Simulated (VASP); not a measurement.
# SiTe3 (P6_3/mmc) in VASP: notebook

Runs on SiTe3. Level: PBE. Tasks: single point, relaxation of cell and atoms.

All numbers are computed with VASP 6.6.1; they aren't measurements. Logs are shortened: lines on timing, memory, paths and dates and some standing lists are left out, and cuts for length are marked.

### 1 The cell of the first run

It takes space group P6_3/mmc (No. 194, hexagonal). Conventional cell: a = 6.929 Å, b = 6.929 Å, c = 5.021 Å, α = 90.00°, β = 90.00°, γ = 120.00°. Within 4.1 Å of Si (site symmetry -6m2) lie 12 Te at 3.13 to 3.47 Å. Within 4.1 Å of Te (site symmetry mm2) lie 4 Si at 3.13 to 3.47 Å and 8 Te at 3.24 to 3.69 Å.

### 2 Single point, PBE

INCAR

```
SYSTEM = SiTe3
PREC = Accurate ; ENCUT = 520
EDIFF = 1E-7 ; ISMEAR = 0
SIGMA = 0.1 ; LREAL = .FALSE.
LASPH = .TRUE. ; NELM = 100
ALGO = Normal ; ISIF = 2
LWAVE = .FALSE. ; LCHARG = .FALSE.
GGA = PE ; NBANDS = 32
```

KPOINTS

```
Automatic mesh
0
G
  3 3 4
  0 0 0
```

POSCAR

```
SiTe3
1.0
    6.9293831698      0.0000000000      0.0000000000
   -3.4646915849      6.0010218576      0.0000000000
    0.0000000000      0.0000000000      5.0206903714
Si Te
2 6
Direct
    0.3333333333      0.6666666667      0.2500000000
    0.6666666667      0.3333333333      0.7500000000
    0.8226399311      0.6452798621      0.2500000000
    0.1773600689      0.8226399311      0.7500000000
    0.3547201379      0.1773600689      0.2500000000
    0.1773600689      0.3547201379      0.7500000000
    0.8226399311      0.1773600689      0.2500000000
    0.6452798621      0.8226399311      0.7500000000
```

Potentials or basis: VASP PAW PBE potentials, release 64 (Si, Te).

The run is started by

```bash
cat potpaw_PBE.64/Si/POTCAR potpaw_PBE.64/Te/POTCAR > POTCAR
mpirun -np 1 vasp_std > vasp.out
```

OUTCAR:

```text
SYSTEM = SiTe3
   PREC = Accurate
   ENCUT = 520
   EDIFF = 1E-7
   ISMEAR = 0
   LREAL = .FALSE.
   LASPH = .TRUE.
   NELM = 100
   ISIF = 2
   GGA = PE

 ion  position               nearest neighbor table
   1  0.333  0.667  0.250-   6 3.13   6 3.13   4 3.13   4 3.13   8 3.13   8 3.13
   2  0.667  0.333  0.750-   3 3.13   3 3.13   7 3.13   7 3.13   5 3.13   5 3.13
   3  0.823  0.645  0.250-   2 3.13   2 3.13   7 3.24   5 3.24   4 3.29   4 3.29   8 3.29   8 3.29

   4  0.177  0.823  0.750-   1 3.13   1 3.13   6 3.24   8 3.24   5 3.29   5 3.29   3 3.29   3 3.29

   5  0.355  0.177  0.250-   2 3.13   2 3.13   3 3.24   7 3.24   4 3.29   4 3.29   6 3.29   6 3.29

   6  0.177  0.355  0.750-   1 3.13   1 3.13   8 3.24   4 3.24   7 3.29   7 3.29   5 3.29   5 3.29

   7  0.823  0.177  0.250-   2 3.13   2 3.13   3 3.24   5 3.24   8 3.29   8 3.29   6 3.29   6 3.29

   8  0.645  0.823  0.750-   1 3.13   1 3.13   6 3.24   4 3.24   7 3.29   7 3.29   3 3.29   3 3.29

  LATTYP: Found a hexagonal cell.
 ALAT       =     6.9293831698
 C/A-ratio  =     0.7245508364

  Lattice vectors:

 A1 = (   6.9293831698,   0.0000000000,   0.0000000000)
 A2 = (  -3.4646915849,   6.0010218576,   0.0000000000)
 A3 = (   0.0000000000,   0.0000000000,   5.0206903714)

Analysis of symmetry for initial positions (statically):
=====================================================================
 Subroutine PRICEL returns:
 Original cell was already a primitive cell.

 Routine SETGRP: Setting up the symmetry group for a
 hexagonal supercell.

 Subroutine GETGRP returns: Found 24 space group operations
 (whereof 12 operations were pure point group operations)
 out of a pool of 24 trial point group operations.

The static configuration has the point symmetry D_3d.
 The point group associated with its full space group is D_6h.

Analysis of symmetry for dynamics (positions and initial velocities):
=====================================================================
 Subroutine PRICEL returns:
 Original cell was already a primitive cell.

 Routine SETGRP: Setting up the symmetry group for a
 hexagonal supercell.

 Subroutine GETGRP returns: Found 24 space group operations
 (whereof 12 operations were pure point group operations)
 out of a pool of 24 trial point group operations.

The dynamic configuration has the point symmetry D_3d.
 The point group associated with its full space group is D_6h.

 Subroutine INISYM returns: Found 24 space group operations
 (whereof 12 operations are pure point group operations),
[... 97 lines left out ...]
   NFREE  =      0    steps in history (QN), initial steepest desc. (CG)
   ISIF   =      2    stress and relaxation
   ISYM   =      2    0-nonsym 1-usesym 2-fastsym
   POTIM  = 0.5000    time-step for ionic-motion
   TEBEG  =    0.0;   TEEND  =   0.0 temperature during run
   PSTRESS=    0.0 pullay stress
   NELECT =      44.0000    total number of electrons
   NUPDOWN=      -1.0000    fix difference up-down
   EMIN   =  10.00;   EMAX   =-10.00  energy-range for DOS
   EFERMI =   0.00;   METHOD = LEGACY
   ISMEAR =     0;   SIGMA  =   0.10  broadening in eV -4-tet -1-fermi 0-gaus
   EFERMI_NEDOS =   21; number of points for ismear=-14 and -15
   IALGO  =     38    algorithm
   IMIX   =      4    mixing-type and parameters
     AMIX     =   0.40;   BMIX     =  1.00
     AMIX_MAG =   1.60;   BMIX_MAG =  1.00
  volume/ion in A,a.u.               =      26.10       176.11
  Fermi-wavevector in a.u.,A,eV,Ry     =   0.974237  1.841041 12.913805  0.949138
  Thomas-Fermi vector in A             =   2.104681
   LORBIT       =      0    0 simple, 1 ext, 2 COOP (PROOUT), +10 PAW based schemes
   GGA     = PE    functional components
   LHFCALC =     F    Hartree Fock is set to
   AEXX    =    0.0000 exact exchange contribution
   IVDW    =     0    specifies the selected vdW correction
   LEPSILON=     F    determine dielectric tensor
   LRPA    =     F    only Hartree local field effects (RPA)
 non-spin polarized calculation
 Gauss-broadening in eV      SIGMA  =   0.10
  energy-cutoff  :      520.00
  volume of cell :      208.78
 maximum number of plane-waves:      5658
 NGX is ok and might be reduce to    54
   NGX = 25   NGY = 25   NGZ = 19

 number of electron      44.0000001 magnetization

 Free energy of the ion-electron system (eV)
  ---------------------------------------------------
  ext. energy  EPLUGINS =         0.00000000
  ---------------------------------------------------
  free energy    TOTEN  =       -25.85998671 eV

  energy without entropy =      -25.84138381  energy(sigma->0) =      -25.85068526

 E-fermi :   7.6853     XC(G=0): -10.0753

 val. band max:        7.5896404791   @ k =   0.0000   0.0000   0.5000
 cond. band min:       7.7351979219   @ k =   0.3333   0.0000   0.2500
 fundamental gap:      0.1455574428
 Fermi energy:         7.6852782454

 k-point     1 :       0.0000    0.0000    0.0000
  band No.  band energies     occupation
      1      -6.1210      2.00000
      2      -3.6379      2.00000
      3      -3.6379      2.00000
      4      -3.4297      2.00000
      5      -2.4800      2.00000
      6      -2.4800      2.00000
[... 304 lines left out ...]
     31      11.0099      0.00000
     32      11.0099      0.00000

------------------------ aborting loop because EDIFF is reached ----------------------------------------

  FORCE on cell =-STRESS in cart. coord.  units (eV):
  Direction    XX          YY          ZZ          XY          YZ          ZX
  --------------------------------------------------------------------------------------
  -------------------------------------------------------------------------------------
  Total        0.1164561      0.1164561     -0.4578512     -0.0000000      0.0000000      0.0000000
  in kB        0.8936958      0.8936958     -3.5135951     -0.0000000      0.0000000      0.0000000
  external PRESSURE =      -0.5754012 kB  Pullay stress =       0.0000000 kB

 VOLUME and BASIS-vectors are now :
 -----------------------------------------------------------------------------
  energy-cutoff  :      520.00
  volume of cell :      208.78
      direct lattice vectors                 reciprocal lattice vectors
     6.929383170  0.000000000  0.000000000     0.144312989  0.083319143  0.000000000
    -3.464691585  6.001021858  0.000000000     0.000000000  0.166638287  0.000000000
     0.000000000  0.000000000  5.020690371     0.000000000  0.000000000  0.199175796

 POSITION                                       TOTAL-FORCE (eV/Angst)
 -----------------------------------------------------------------------------------
     -0.00000      4.00068      1.25517         0.000000      0.000000     -0.000000
      3.46469      2.00034      3.76552         0.000000      0.000000     -0.000000
      3.46469      3.87234      1.25517         0.000000      0.008789     -0.000000
     -1.62120      4.93668      3.76552        -0.007612      0.004395     -0.000000
      1.84349      1.06434      1.25517        -0.007612     -0.004395     -0.000000
     -0.00000      2.12868      3.76552         0.000000     -0.008789      0.000000
      5.08589      1.06434      1.25517         0.007612     -0.004395      0.000000
      1.62120      4.93668      3.76552         0.007612      0.004395      0.000000
 -----------------------------------------------------------------------------------
    total drift:                               -0.000000      0.000000     -0.000000

  FREE ENERGIE OF THE ION-ELECTRON SYSTEM (eV)
  ---------------------------------------------------
  free  energy   TOTEN  =       -25.8599867124 eV

  energy  without entropy=      -25.8413838128  energy(sigma->0) =      -25.85068526
```

OSZICAR:

```text
N       E                     dE             d eps       ncg     rms          rms(c)
DAV:   1     0.185064454245E+03    0.18506E+03   -0.16501E+04   576   0.113E+03
DAV:   2    -0.107835519377E+02   -0.19585E+03   -0.18750E+03   752   0.168E+02
DAV:   3    -0.255920362767E+02   -0.14808E+02   -0.14385E+02   704   0.466E+01
DAV:   4    -0.259036358439E+02   -0.31160E+00   -0.31062E+00   672   0.792E+00
DAV:   5    -0.259117250022E+02   -0.80892E-02   -0.80879E-02   704   0.138E+00    0.174E+01
DAV:   6    -0.258668313745E+02    0.44894E-01   -0.63195E-02   632   0.108E+00    0.105E+01
DAV:   7    -0.258603510340E+02    0.64803E-02   -0.67553E-02   624   0.974E-01    0.102E+00
DAV:   8    -0.258601099540E+02    0.24108E-03   -0.30332E-03   656   0.251E-01    0.543E-01
DAV:   9    -0.258600121699E+02    0.97784E-04   -0.93104E-04   608   0.116E-01    0.435E-01
DAV:  10    -0.258599908657E+02    0.21304E-04   -0.79235E-05   632   0.385E-02    0.198E-02
DAV:  11    -0.258599886027E+02    0.22629E-05   -0.46109E-06   712   0.872E-03    0.211E-02
DAV:  12    -0.258599872341E+02    0.13687E-05   -0.57572E-07   616   0.286E-03    0.876E-03
DAV:  13    -0.258599866228E+02    0.61129E-06   -0.92409E-08   344   0.157E-03    0.253E-03
DAV:  14    -0.258599867124E+02   -0.89585E-07   -0.10348E-08   328   0.504E-04
   1 F= -.25859987E+02 E0= -.25850685E+02  d E =-.186029E-01
```

Run time: 1.7 min. Hardware: 1 thread of AMD EPYC 7R43 (Zen 3), shared host; peak memory 0.3 GiB.

What came out:

```yaml
Free_energy: -25.8600 eV
Pressure: -0.1 GPa
Largest_force: 0.009 eV/Å
Band_gap_on_the_k_mesh: zero (bands 22 and 23 overlap by 1.71 eV)
```

Forces in eV/Å, atoms in the order of the input:
```
Si   0.000  0.000  0.000
Si   0.000  0.000  0.000
Te   0.000  0.009  0.000
Te  -0.008  0.004  0.000
Te  -0.008 -0.004  0.000
Te   0.000 -0.009  0.000
Te   0.008 -0.004  0.000
Te   0.008  0.004  0.000
```

Stress tensor (GPa, compression positive):
```
 0.09  0.00  0.00
 0.00  0.09  0.00
 0.00  0.00 -0.35
```

Levels at points of the mesh, in eV from the Fermi level:
| k point | band 20 | band 21 | band 22 | band 23 | band 24 | band 25 |
| --- | --- | --- | --- | --- | --- | --- |
| (0.00, 0.00, 0.00) | -1.04 | -1.04 | -0.53 | -0.53 | 0.66 | 1.32 |
| (0.00, 0.00, 0.50) | 0.24 | 0.24 | 0.24 | 1.24 | 1.24 | 1.24 |

Caveat: spin-orbit coupling is left out, which moves the levels of the heavy elements.

### 3 Relaxation of cell and atoms, PBE

This run uses another cell than the first one, of 28.80 Å³/atom.

INCAR

```
PREC     = Accurate       # precision mode
ENCUT    = 600            # plane-wave cutoff, eV
EDIFF    = 1E-6           # SCF threshold, eV
ISMEAR   = 0              # smearing method
SIGMA    = 0.1            # smearing width, eV
LREAL    = False          # projectors in reciprocal space
LASPH    = True           # aspherical terms in the spheres
NELM     = 80             # most SCF steps
ALGO     = Normal         # electronic algorithm
ISIF     = 3              # what is computed and relaxed
LWAVE    = False          # write WAVECAR
LCHARG   = False          # write CHGCAR
GGA      = PE             # functional
IBRION   = 2              # ionic algorithm
NSW      = 90             # ionic steps
EDIFFG   = -0.04          # ionic threshold
```

KPOINTS

```
Automatic mesh
0
Gamma
  3 3 4
```

POSCAR

```
SiTe3
1.0
    6.9206750168      0.0000000000      0.0000000000
   -3.4603375084      5.9934803759      0.0000000000
    0.0000000000      0.0000000000      5.5549095079
Si Te
2 6
Direct
    0.3333333333      0.6666666667      0.2500000000
    0.6666666667      0.3333333333      0.7500000000
    0.8330000000      0.6660000000      0.2500000000
    0.1670000000      0.8330000000      0.7500000000
    0.3340000000      0.1670000000      0.2500000000
    0.1670000000      0.3340000000      0.7500000000
    0.8330000000      0.1670000000      0.2500000000
    0.6660000000      0.8330000000      0.7500000000
```

Potentials or basis: VASP PAW PBE potentials, release 64 (Si, Te).

The run is started by

```bash
cat potpaw_PBE.64/Si/POTCAR potpaw_PBE.64/Te/POTCAR > POTCAR
mpirun -np 1 vasp_std > vasp.out
```

OUTCAR:

```text
PREC = Accurate
   ENCUT = 600
   EDIFF = 1E-6
   ISMEAR = 0
   LREAL = False
   LASPH = True
   NELM = 80
   ISIF = 3
   GGA = PE
   IBRION = 2
   NSW = 90
   EDIFFG = -0.04

 ion  position               nearest neighbor table
   1  0.333  0.667  0.250-
   2  0.667  0.333  0.750-
   3  0.833  0.666  0.250-   4 3.42   8 3.42   4 3.42   8 3.42   7 3.45   5 3.45   5 3.47   7 3.47

   4  0.167  0.833  0.750-   3 3.42   3 3.42   5 3.42   5 3.42   8 3.45   6 3.45   8 3.47   6 3.47

   5  0.334  0.167  0.250-   6 3.42   6 3.42   4 3.42   4 3.42   7 3.45   3 3.45   7 3.47   3 3.47

   6  0.167  0.334  0.750-   5 3.42   7 3.42   5 3.42   7 3.42   4 3.45   8 3.45   4 3.47   8 3.47

   7  0.833  0.167  0.250-   6 3.42   6 3.42   8 3.42   8 3.42   5 3.45   3 3.45   5 3.47   3 3.47

   8  0.666  0.833  0.750-   3 3.42   3 3.42   7 3.42   7 3.42   4 3.45   6 3.45   4 3.47   6 3.47

  LATTYP: Found a hexagonal cell.
 ALAT       =     6.9206750168
 C/A-ratio  =     0.8026542923

  Lattice vectors:

 A1 = (   6.9206750168,   0.0000000000,   0.0000000000)
 A2 = (  -3.4603375084,   5.9934803759,   0.0000000000)
 A3 = (   0.0000000000,   0.0000000000,   5.5549095079)

Analysis of symmetry for initial positions (statically):
=====================================================================
 Subroutine PRICEL returns:
 Original cell was already a primitive cell.
[... 179 lines left out ...]
  in kB      -36.7252265    -36.7252265    -71.5445166      0.0000000      0.0000000     -0.0000000
  external PRESSURE =     -48.3316566 kB  Pullay stress =       0.0000000 kB
[... 107 lines left out ...]
  FREE ENERGIE OF THE ION-ELECTRON SYSTEM (eV)
  ---------------------------------------------------
  free  energy   TOTEN  =       -25.6292274130 eV

  energy  without entropy=      -25.6127572233  energy(sigma->0) =      -25.62099232

 E-fermi :   8.2314     XC(G=0): -10.0365

 val. band max:        8.2312702781   @ k =   0.3333   0.0000   0.2500
 cond. band min:       8.3932050200   @ k =   0.0000   0.0000   0.5000
 fundamental gap:      0.1619347419
 Fermi energy:         8.2314198576

 k-point     1 :       0.0000    0.0000    0.0000
  band No.  band energies     occupation
      1      -6.4559      2.00000
      2      -4.6805      2.00000
      3      -3.7387      2.00000
      4      -3.7387      2.00000
      5      -2.8859      2.00000
      6      -2.8859      2.00000
[... 259 lines left out ...]
     26      11.1960      0.00000
     27      11.6472      0.00000

[... ionic steps 4 to 34 ...]

--------------------------------------- Ionic step       35  -------------------------------------------

 number of electron      43.9999999 magnetization

------------------------ aborting loop because EDIFF is reached ----------------------------------------
[... 79 lines left out ...]
--------------------------------------- Ionic step       37  -------------------------------------------

 number of electron      43.9999998 magnetization

 Free energy of the ion-electron system (eV)
  ---------------------------------------------------
  ext. energy  EPLUGINS =         0.00000000
  ---------------------------------------------------
  free energy    TOTEN  =       -27.69648952 eV

  energy without entropy =      -27.68113202  energy(sigma->0) =      -27.68881077

 E-fermi :   6.5604     XC(G=0):  -9.4296

 val. band max:        6.5446635262   @ k =   0.0000   0.0000   0.5000
 cond. band min:       6.6304798350   @ k =   0.0000   0.0000   0.0000
 fundamental gap:      0.0858163088
 Fermi energy:         6.5603994033

 k-point     1 :       0.0000    0.0000    0.0000
  band No.  band energies     occupation
      1      -6.9865      2.00000
      2      -5.3719      2.00000
      3      -5.3719      2.00000
      4      -5.3389      2.00000
      5      -4.4020      2.00000
      6      -4.4020      2.00000
[... 294 lines left out ...]
  FREE ENERGIE OF THE ION-ELECTRON SYSTEM (eV)
  ---------------------------------------------------
  free  energy   TOTEN  =       -27.6964895185 eV

  energy  without entropy=      -27.6811320159  energy(sigma->0) =      -27.68881077

 reached required accuracy - stopping structural energy minimisation
```

OSZICAR:

```text
N       E                     dE             d eps       ncg     rms          rms(c)
DAV:   1     0.210977873973E+03    0.21098E+03   -0.17955E+04   486   0.150E+03
DAV:   2    -0.568421379212E+01   -0.21666E+03   -0.21186E+03   605   0.189E+02
DAV:   3    -0.242921707533E+02   -0.18608E+02   -0.18154E+02   605   0.571E+01
[... 359 lines left out ...]
DAV:   2    -0.276965025006E+02   -0.29384E-03   -0.34262E-03   544   0.241E-01    0.309E-02
DAV:   3    -0.276964931876E+02    0.93130E-05   -0.98449E-05   580   0.479E-02    0.244E-02
DAV:   4    -0.276964912373E+02    0.19503E-05   -0.10364E-05   575   0.142E-02    0.122E-02
DAV:   5    -0.276964896234E+02    0.16139E-05   -0.17480E-06   272   0.642E-03    0.161E-03
DAV:   6    -0.276964895185E+02    0.10497E-06   -0.47833E-07   243   0.350E-03
  37 F= -.27696490E+02 E0= -.27688811E+02  d E =-.107704E-02
```

It took 37 min on 1 thread of AMD EPYC 7R43 (Zen 3), shared host; peak memory 0.4 GiB.

Results:

| Property | Result |
| --- | --- |
| Free energy | -27.6965 eV |
| Relaxed volume | 28.83 Å³/atom |
| Relaxed cell | a = 8.361 Å, b = 8.361 Å, c = 3.809 Å, α = 90.00°, β = 90.00°, γ = 120.00° |
| Space group after relaxing (to 0.1 Å) | P6_3/mmc (No. 194) |
| Energy gained by relaxing | 339.0 meV/atom |
| Ionic steps | 37 |
| Pressure after relaxing | 0.1 GPa |
| Largest force after relaxing | 0.027 eV/Å |
| Band gap on the k mesh | zero (bands 22 and 23 overlap by 1.23 eV) |

Forces in eV/Å, atoms in the order of the input:
```
Si   0.000  0.000  0.000
Si   0.000  0.000  0.000
Te   0.000  0.027  0.000
Te  -0.024  0.014  0.000
Te  -0.024 -0.014  0.000
Te   0.000 -0.027  0.000
Te   0.024 -0.014  0.000
Te   0.024  0.014  0.000
```

Step by step:
```csv
step,energy change (eV),largest force (eV/Å),pressure (GPa),volume (Å³)
1,0.0000,0.6299,-4.83,230.41
2,-0.6438,0.5113,0.93,202.57
3,-0.6447,0.5058,1.19,201.73
4,-0.7956,0.3050,1.26,202.25
5,-0.8293,0.2020,1.44,202.50
6,-0.8366,0.1575,1.44,202.57
7,-0.8635,0.0843,1.53,202.69
8,-0.9150,0.0056,2.01,202.75
9,-0.9507,0.4094,4.09,202.20
10,-1.0909,1.6313,10.74,198.23
11,-1.1721,1.1436,7.06,200.58
12,-1.1648,1.4840,9.14,199.28
13,-1.2072,1.4745,9.04,199.85
14,-1.3193,1.4484,8.94,201.51
15,-1.4722,1.4602,8.84,204.70
16,-1.4517,1.7660,9.46,210.48
17,-1.5226,1.5760,9.08,208.20
18,-1.6714,1.4475,8.06,210.39
19,-2.0301,1.1031,5.34,217.06
20,-2.4032,0.5587,1.02,230.81
21,-2.4440,0.4014,-0.39,236.64
22,-2.4453,0.3738,-0.67,237.90
23,-2.4661,0.3798,-0.62,237.56
24,-2.5261,0.4124,-0.43,236.52
25,-2.6222,0.3870,0.04,234.36
26,-2.6387,0.0794,1.16,229.77
27,-2.6714,0.2755,0.58,232.17
28,-2.6731,0.2118,0.76,231.41
29,-2.6737,0.2313,0.70,231.64
30,-2.6896,0.0923,0.00,234.03
31,-2.6901,0.0632,-0.16,234.57
32,-2.6983,0.0634,-0.22,234.25
33,-2.7065,0.0567,-0.36,233.50
34,-2.7068,0.0538,-0.39,233.37
35,-2.7108,0.0541,0.13,230.46
36,-2.7108,0.0544,0.10,230.61
37,-2.7119,0.0273,0.06,230.61
```

Final structure:
```yaml
crystal:
  lattice:
    - [8.36073, 0.00000, 0.00000]
    - [-4.18036, 7.24060, 0.00000]
    - [0.00000, 0.00000, 3.80948]
  atoms:
    - { symbol: Si, position: [0.33333, 0.66667, 0.25000] }
    - { symbol: Si, position: [0.66667, 0.33333, 0.75000] }
    - { symbol: Te, position: [0.81133, 0.62267, 0.25000] }
    - { symbol: Te, position: [0.18867, 0.81133, 0.75000] }
    - { symbol: Te, position: [0.37733, 0.18867, 0.25000] }
    - { symbol: Te, position: [0.18867, 0.37733, 0.75000] }
    - { symbol: Te, position: [0.81133, 0.18867, 0.25000] }
    - { symbol: Te, position: [0.62267, 0.81133, 0.75000] }
```

Caveat: a cell axis changed by over 15 % at a fixed basis, so the end point is rough; spin-orbit coupling is left out, which moves the levels of the heavy elements.

The gap in the log of VASP goes by the Fermi energy; the results here count the filled bands.